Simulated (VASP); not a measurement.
Write the native input for VASP 6.6.1 that does the following.

* Task: single point
* Functional: PBE
* Potentials or basis: VASP PAW PBE potentials, release 64 (W_sv, Si)
* Cutoff: 520 eV
* k mesh: 12 × 12 × 12
* Occupations: fermi-dirac, width 0.05 eV
* Spin: no spin polarisation
* Hubbard terms: W d U = 1.0 eV
* Dipole correction: no
* Further INCAR settings: ALGO = Normal; EDIFF = 1e-06; NBANDS = 18

The structure of Si2W lies in POSCAR:

```
Si2W
1.0
   -1.6069000000      1.6069000000      3.9149500000
    1.6069000000     -1.6069000000      3.9149500000
    1.6069000000      1.6069000000     -3.9149500000
W Si
1 2
Direct
    0.0000000000      0.0000000000      0.0000000000
    0.6653000000      0.6653000000      0.0000000000
    0.3347000000      0.3347000000      0.0000000000
```

These files were run (other wordings do the same):

INCAR

```
PREC     = Accurate       # precision mode
ENCUT    = 520            # plane-wave cutoff, eV
EDIFF    = 1E-6           # SCF threshold, eV
ISMEAR   = -1             # smearing method
SIGMA    = 0.05           # smearing width, eV
LREAL    = F              # projectors in reciprocal space
LASPH    = T              # aspherical terms in the spheres
NELM     = 150            # most SCF steps
ALGO     = Normal         # electronic algorithm
ISIF     = 2              # what is computed and relaxed
LWAVE    = F              # write WAVECAR
LCHARG   = F              # write CHGCAR
LMAXMIX  = 4              # l up to which the mixer works
LDAU     = T              # DFT+U
LDAUTYPE = 2            
LDAUL    = 2 -1           # shell
LDAUU    = 1 0            # U, eV
LDAUJ    = 0 0          
LDAUPRINT= 1            
GGA      = PE             # functional
NBANDS   = 18             # bands
```

KPOINTS

```
regular mesh
0
Gamma
  12 12 12
```

Potentials or basis: VASP PAW PBE potentials, release 64 (W_sv, Si).

Run with:

```console
$ cat potpaw_PBE.64/W_sv/POTCAR potpaw_PBE.64/Si/POTCAR > POTCAR
$ mpirun -np 1 vasp_std > vasp.out
```

Results of the run:

- Pressure: 4.2 GPa
- Largest force: 0.073 eV/Å
- Band gap on the k mesh: zero (bands 11 and 12 overlap by 1.30 eV)

Caveat: the cell stands under pressure; spin-orbit coupling is left out, which moves the levels of the heavy elements; U without spin polarisation on a metal has little footing; the U is typed as a test and isn't derived for this compound.

Wall time 4 min on 1 thread of Intel Xeon 8259CL, with other jobs on the host, peak memory 0.28 GiB.
